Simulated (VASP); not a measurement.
Here is a VASP 6.6.1 calculation.

File POSCAR:

```
ReS
1.0
    0.0000000000      2.4815891113      2.4815891113
    2.4815891113      0.0000000000      2.4815891113
    2.4815891113      2.4815891113      0.0000000000
Re S
1 1
Direct
    0.0000000000      0.0000000000      0.0000000000
    0.5000000000      0.5000000000      0.5000000000
```

INCAR.step1

```
SYSTEM = ReS
PREC = Accurate
ENCUT = 600
ISMEAR = 0
SIGMA = 0.1
LREAL = .FALSE.
LASPH = .TRUE.
NELM = 150
ISPIN = 2
MAGMOM = 1.56 0
LMAXMIX = 4
GGA = PE
ALGO = Normal
EDIFF = 1E-4
LWAVE = .TRUE.
LCHARG = .FALSE.
```

Contents of INCAR.step2:

```
SYSTEM = ReS
PREC = Accurate
ENCUT = 600
EDIFF = 1E-6
ISMEAR = 0
SIGMA = 0.1
LREAL = .FALSE.
LASPH = .TRUE.
NELM = 150
ALGO = Normal
ISIF = 3
LWAVE = .FALSE.
LCHARG = .FALSE.
ISPIN = 2
MAGMOM = 1.56 0
LORBIT = 11
LMAXMIX = 4
METAGGA = R2SCAN
LMIXTAU = .TRUE.
IBRION = 2
NSW = 100
EDIFFG = -0.01
ISTART = 1
```

Contents of KPOINTS:

```
regular mesh
0
G
  14 14 14
  0 0 0
```

Potentials or basis: VASP PAW PBE potentials, release 64 (Re, S).

Run with:

```console
$ cat potpaw_PBE.64/Re/POTCAR potpaw_PBE.64/S/POTCAR > POTCAR
$ cp INCAR.step1 INCAR
$ mpirun -np 1 vasp_std > vasp.out
$ cp INCAR.step2 INCAR
$ mpirun -np 1 vasp_std > vasp.out
```

**Question.** Predict the space group after relaxing (to 0.1 Å).

**Answer.** Fm-3m (No. 225).

**Question.** Estimate the net moment.

**Answer.** 1.99 μB per cell.

**Question.** What does it give for the relaxed cell?

**Answer.** a = 3.520 Å, b = 3.520 Å, c = 3.520 Å, α = 60.00°, β = 60.00°, γ = 60.00°.

Final structure:
```xyz
2
Lattice="0.0000 2.4893 2.4893 2.4893 0.0000 2.4893 2.4893 2.4893 0.0000" Properties=species:S:1:pos:R:3 pbc="T T T"
Re    0.0000    0.0000    0.0000
S     2.4893    2.4893    2.4893
```
